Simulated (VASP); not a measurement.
# Ge (I4_1/amd) in VASP: a series of runs

Runs on Ge. Level: PBE. Tasks: single point.

All numbers are computed with VASP 6.6.1; they aren't measurements. Logs are shortened: lines on timing, memory, paths and dates and some standing lists are left out, and cuts for length are marked.

**1. The cell of the first run**

It takes space group I4_1/amd (No. 141, tetragonal). The conventional cell has a = 4.014 Å, b = 4.014 Å, c = 6.409 Å, α = 90.00°, β = 90.00°, γ = 90.00°. Ge (site symmetry -4m2) has 4 Ge at 2.57 Å within 3.4 Å.

**2. Single point, PBE (25.81 Å³/atom)**

File INCAR:

```
PREC = Accurate
ENCUT = 520
EDIFF = 1E-6
ISMEAR = 0
SIGMA = 0.15
LREAL = F
LASPH = T
NELM = 100
ALGO = Normal
ISIF = 2
LWAVE = F
LCHARG = F
GGA = PE
NBANDS = 21
```

File KPOINTS:

```
regular mesh
0
Gamma
  14 14 14
```

File POSCAR:

```
Ge
1.0
    0.0000000000      2.8382338794      3.2043660498
    2.8382338794      0.0000000000      3.2043660498
    2.8382338794      2.8382338794      0.0000000000
Ge
2
Direct
    0.5000000000      0.5000000000      0.5000000000
    0.7500000000      0.7500000000      0.7500000000
```

Potentials or basis: VASP PAW PBE potentials, release 64 (Ge_d).

Started as:

```sh
> cat potpaw_PBE.64/Ge_d/POTCAR > POTCAR
> mpirun -np 1 vasp_std > vasp.out
```

OUTCAR:

```text
PREC = Accurate
   ENCUT = 520
   EDIFF = 1E-6
   ISMEAR = 0
   LREAL = F
   LASPH = T
   NELM = 100
   ISIF = 2
   GGA = PE

 ion  position               nearest neighbor table
   1  0.500  0.500  0.500-   2 2.57   2 2.57   2 2.57   2 2.57
   2  0.750  0.750  0.750-   1 2.57   1 2.57   1 2.57   1 2.57

  LATTYP: Found a body centered tetragonal cell.
 ALAT       =     4.0138688454
 C/A-ratio  =     1.5966471119

  Lattice vectors:

 A1 = (  -2.8382338794,   0.0000000000,   3.2043660498)
 A2 = (   2.8382338794,   0.0000000000,   3.2043660498)
 A3 = (   0.0000000000,   2.8382338794,  -3.2043660498)

Analysis of symmetry for initial positions (statically):
=====================================================================
 Subroutine PRICEL returns:
 Original cell was already a primitive cell.

 Routine SETGRP: Setting up the symmetry group for a
 body centered tetragonal supercell.

 Subroutine GETGRP returns: Found 16 space group operations
 (whereof  8 operations were pure point group operations)
 out of a pool of 16 trial point group operations.

The static configuration has the point symmetry D_2d.
 The point group associated with its full space group is D_4h.

Analysis of symmetry for dynamics (positions and initial velocities):
=====================================================================
 Subroutine PRICEL returns:
 Original cell was already a primitive cell.

 Routine SETGRP: Setting up the symmetry group for a
 body centered tetragonal supercell.

 Subroutine GETGRP returns: Found 16 space group operations
 (whereof  8 operations were pure point group operations)
 out of a pool of 16 trial point group operations.

The dynamic configuration has the point symmetry D_2d.
 The point group associated with its full space group is D_4h.

 Subroutine INISYM returns: Found 16 space group operations
 (whereof  8 operations are pure point group operations),
 and found     1 'primitive' translations

----------------------------------------------------------------------------------------

                                     Primitive cell

  volume of cell :      51.6260

  direct lattice vectors                    reciprocal lattice vectors
     0.000000000  2.838233879  3.204366050    -0.176165891  0.176165891  0.156037104
     2.838233879  0.000000000  3.204366050     0.176165891 -0.176165891  0.156037104
     2.838233879  2.838233879  0.000000000     0.176165891  0.176165891 -0.156037104

  length of vectors
     4.280599647  4.280599647  4.013868845     0.293966699  0.293966699  0.293966699

  position of ions in fractional coordinates (direct lattice)
     0.500000000  0.500000000  0.500000000
     0.750000000  0.750000000  0.750000000

  ion indices of the primitive-cell ions
   primitive index   ion index
                 1           1
                 2           2

----------------------------------------------------------------------------------------

 KPOINTS: regular mesh

Automatic generation of k-mesh.
 Grid dimensions read from file:
 generate k-points for:   14   14   14

 Generating k-lattice:

  Cartesian coordinates                     Fractional coordinates (reciprocal lattice)
    -0.012583278  0.012583278  0.011145507     0.071428571  0.000000000  0.000000000
     0.012583278 -0.012583278  0.011145507     0.000000000  0.071428571  0.000000000
     0.012583278  0.012583278 -0.011145507     0.000000000  0.000000000  0.071428571

  Length of vectors
     0.020997621  0.020997621  0.020997621

  Shift w.r.t. Gamma in fractional coordinates (k-lattice)
     0.000000000  0.000000000  0.000000000

 Subroutine IBZKPT returns following result:
 ===========================================

 Found    244 irreducible k-points:

 Following reciprocal coordinates:
            Coordinates               Weight
  0.000000  0.000000  0.000000      1.000000
  0.071429  0.000000  0.000000      8.000000
  0.142857  0.000000  0.000000      8.000000
  0.214286  0.000000  0.000000      8.000000
  0.285714  0.000000  0.000000      8.000000
  0.357143  0.000000  0.000000      8.000000
[... 16 lines left out ...]
  0.214286  0.142857  0.000000      8.000000
  0.285714  0.142857  0.000000      8.000000
 [... further k-points ...]
   k-points           NKPTS =    244   k-points in BZ     NKDIM =    244   number of bands    NBANDS=     21
   number of dos      NEDOS =    301   number of ions     NIONS =      2
   total plane-waves  NPLWV =  30720
   dimension x,y,z NGX =    32 NGY =   32 NGZ =   30
   dimension x,y,z NGXF=    64 NGYF=   64 NGZF=   60
   ions per type =               2
   NGX,Y,Z   is equivalent  to a cutoff of  12.43, 12.43, 12.43 a.u.
   NGXF,Y,Z  is equivalent  to a cutoff of  24.86, 24.86, 24.85 a.u.
 SYSTEM =  unknown system
   PREC   = accura    normal or accurate (medium, high low for compatibility)
   ISTART =      0    job   : 0-new  1-cont  2-samecut
   ICHARG =      2    charge: 1-file 2-atom 10-const
   ISPIN  =      1    spin polarized calculation?
   LNONCOLLINEAR =      F non collinear calculations
   LSORBIT =      F    spin-orbit coupling
   LASPH  =      T    aspherical Exc in radial PAW
   ENCUT  =  520.0 eV  38.22 Ry    6.18 a.u.   7.96  7.96  7.46*2*pi/ulx,y,z
   NELM   =    100;   NELMIN=  2; NELMDL= -5     # of ELM steps
   EDIFF  = 0.1E-05   stopping-criterion for ELM
   LREAL  =      F    real-space projection
   EDIFFG = 0.1E-04   stopping-criterion for IOM
   NSW    =      0    number of steps for IOM
   IBRION =     -1    ionic relax: 0-MD 1-quasi-New 2-CG
   NFREE  =      0    steps in history (QN), initial steepest desc. (CG)
   ISIF   =      2    stress and relaxation
   ISYM   =      2    0-nonsym 1-usesym 2-fastsym
   POTIM  = 0.5000    time-step for ionic-motion
   TEBEG  =    0.0;   TEEND  =   0.0 temperature during run
   PSTRESS=    0.0 pullay stress
   NELECT =      28.0000    total number of electrons
   NUPDOWN=      -1.0000    fix difference up-down
   EMIN   =  10.00;   EMAX   =-10.00  energy-range for DOS
   EFERMI =   0.00;   METHOD = LEGACY
   ISMEAR =     0;   SIGMA  =   0.15  broadening in eV -4-tet -1-fermi 0-gaus
   EFERMI_NEDOS =   21; number of points for ismear=-14 and -15
   IALGO  =     38    algorithm
   IMIX   =      4    mixing-type and parameters
     AMIX     =   0.40;   BMIX     =  1.00
     AMIX_MAG =   1.60;   BMIX_MAG =  1.00
  volume/ion in A,a.u.               =      25.81       174.19
  Fermi-wavevector in a.u.,A,eV,Ry     =   1.335072  2.522920 24.251258  1.782417
  Thomas-Fermi vector in A             =   2.463804
   LORBIT       =      0    0 simple, 1 ext, 2 COOP (PROOUT), +10 PAW based schemes
   GGA     = PE    functional components
   LHFCALC =     F    Hartree Fock is set to
   AEXX    =    0.0000 exact exchange contribution
   IVDW    =     0    specifies the selected vdW correction
   LEPSILON=     F    determine dielectric tensor
   LRPA    =     F    only Hartree local field effects (RPA)
 non-spin polarized calculation
 Gauss-broadening in eV      SIGMA  =   0.15
  energy-cutoff  :      520.00
  volume of cell :       51.63
 maximum number of plane-waves:      1428
   NGX = 15   NGY = 15   NGZ = 15

 number of electron      27.9999986 magnetization

 Free energy of the ion-electron system (eV)
  ---------------------------------------------------
  ext. energy  EPLUGINS =         0.00000000
  ---------------------------------------------------
  free energy    TOTEN  =        -8.88512945 eV

  energy without entropy =       -8.88365220  energy(sigma->0) =       -8.88439083

 E-fermi :   3.8592     XC(G=0):  -9.3378

 val. band max:        3.8395039227   @ k =   0.0714   0.0714   0.0000
 cond. band min:       3.9266442380   @ k =  -0.1429   0.0714   0.0000
 fundamental gap:      0.0871403153
 Fermi energy:         3.8592110328

 k-point     1 :       0.0000    0.0000    0.0000
  band No.  band energies     occupation
      1     -20.8747      2.00000
      2     -20.8747      2.00000
      3     -20.8618      2.00000
      4     -20.8449      2.00000
      5     -20.8423      2.00000
      6     -20.7262      2.00000
[... 13 lines left out ...]
     20      11.6837      0.00000
     21      12.8049      0.00000

 k-point     2 :       0.0714    0.0000    0.0000
  band No.  band energies     occupation
      1     -20.8770      2.00000
      2     -20.8743      2.00000
      3     -20.8642      2.00000
      4     -20.8423      2.00000
      5     -20.8385      2.00000
      6     -20.7269      2.00000
[... 13 lines left out ...]
     20      11.4519      0.00000
     21      13.2555      0.00000

 k-point     3 :       0.1429    0.0000    0.0000
  band No.  band energies     occupation
      1     -20.8820      2.00000
      2     -20.8737      2.00000
      3     -20.8679      2.00000
      4     -20.8366      2.00000
      5     -20.8306      2.00000
      6     -20.7287      2.00000
[... 13 lines left out ...]
     20      11.3413      0.00000
     21      12.8519      0.00000

 k-point     4 :       0.2143    0.0000    0.0000
  band No.  band energies     occupation
      1     -20.8871      2.00000
      2     -20.8745      2.00000
      3     -20.8688      2.00000
      4     -20.8305      2.00000
      5     -20.8221      2.00000
      6     -20.7309      2.00000
[... 13 lines left out ...]
     20      11.9156      0.00000
     21      12.4168      0.00000

 k-point     5 :       0.2857    0.0000    0.0000
  band No.  band energies     occupation
      1     -20.8914      2.00000
      2     -20.8762      2.00000
      3     -20.8673      2.00000
      4     -20.8256      2.00000
      5     -20.8145      2.00000
      6     -20.7327      2.00000
[... 13 lines left out ...]
     20      12.3447      0.00000
     21      12.3975      0.00000
[... 382 lines left out ...]
     20      11.9465      0.00000
     21      12.7418      0.00000

 k-point    22 :       0.1429    0.1429    0.0000
  band No.  band energies     occupation
      1     -20.8818      2.00000
      2     -20.8818      2.00000
      3     -20.8759      2.00000
      4     -20.8381      2.00000
      5     -20.8144      2.00000
      6     -20.7495      2.00000
[... 13 lines left out ...]
     20      11.0708      0.00000
     21      14.3712      0.00000

 k-point    23 :       0.2143    0.1429    0.0000
  band No.  band energies     occupation
      1     -20.8858      2.00000
      2     -20.8853      2.00000
      3     -20.8770      2.00000
      4     -20.8337      2.00000
      5     -20.8045      2.00000
      6     -20.7581      2.00000
[... 13 lines left out ...]
     20      11.7356      0.00000
     21      14.0715      0.00000

 k-point    24 :       0.2857    0.1429    0.0000
  band No.  band energies     occupation
      1     -20.8902      2.00000
      2     -20.8888      2.00000
      3     -20.8747      2.00000
      4     -20.8282      2.00000
      5     -20.7956      2.00000
      6     -20.7644      2.00000
[... 13 lines left out ...]
     20      12.4950      0.00000
     21      13.7329      0.00000

 [... further k-points ...]

------------------------ aborting loop because EDIFF is reached ----------------------------------------

  FORCE on cell =-STRESS in cart. coord.  units (eV):
  Direction    XX          YY          ZZ          XY          YZ          ZX
  --------------------------------------------------------------------------------------
  -------------------------------------------------------------------------------------
  Total       -0.2929793     -0.2929793     -2.9662040      0.0000000      0.0000000      0.0000000
  in kB       -9.0924114     -9.0924114    -92.0540958      0.0000000      0.0000000      0.0000000
  external PRESSURE =     -36.7463062 kB  Pullay stress =       0.0000000 kB

 VOLUME and BASIS-vectors are now :
 -----------------------------------------------------------------------------
  energy-cutoff  :      520.00
  volume of cell :       51.63
      direct lattice vectors                 reciprocal lattice vectors
     0.000000000  2.838233879  3.204366050    -0.176165891  0.176165891  0.156037104
     2.838233879  0.000000000  3.204366050     0.176165891 -0.176165891  0.156037104
     2.838233879  2.838233879  0.000000000     0.176165891  0.176165891 -0.156037104

 POSITION                                       TOTAL-FORCE (eV/Angst)
 -----------------------------------------------------------------------------------
      2.83823      2.83823      3.20437         0.000000      0.000000     -0.000000
      4.25735      4.25735      4.80655        -0.000000     -0.000000      0.000000
 -----------------------------------------------------------------------------------
    total drift:                               -0.000000     -0.000000      0.000000

  FREE ENERGIE OF THE ION-ELECTRON SYSTEM (eV)
  ---------------------------------------------------
  free  energy   TOTEN  =        -8.8851294502 eV

  energy  without entropy=       -8.8836522044  energy(sigma->0) =       -8.88439083
```

Run time: 3.3 min. Hardware: 1 thread of AMD EPYC 7R13 (Zen 3), shared host; peak memory 0.3 GiB.

Results:

| Quantity | Value |
| --- | --- |
| Free energy | -8.8851 eV |
| Pressure | -3.7 GPa |
| Band gap on the k mesh | zero (bands 14 and 15 overlap by 0.71 eV) |

Stress tensor (GPa, compression positive):
```
-0.91  0.00  0.00
 0.00 -0.91  0.00
 0.00  0.00 -9.21
```

Levels at points of the mesh, in eV from the Fermi level:
```csv
k point,band 10,band 11,band 12,band 13,band 14,band 15,band 16,band 17,band 18,band 19
"(0.00, 0.00, 0.00)",-24.54,-11.88,-1.30,-0.69,0.27,0.27,2.30,2.30,2.87,6.08
"(0.50, 0.00, 0.00)",-24.52,-10.08,-7.12,-1.75,-0.73,-0.43,3.55,3.89,7.07,9.11
"(0.50, 0.50, 0.00)",-24.51,-8.79,-8.79,-2.16,-2.16,1.44,1.44,8.20,8.20,9.82
"(0.50, 0.00, 0.50)",-24.53,-8.31,-8.31,-2.90,-2.90,0.56,0.56,7.88,7.88,9.68
```

Caveat: the cell stands under tension; semilocal functionals underestimate gaps, so a narrow gap can read as zero.

[end of part 1 of 3]
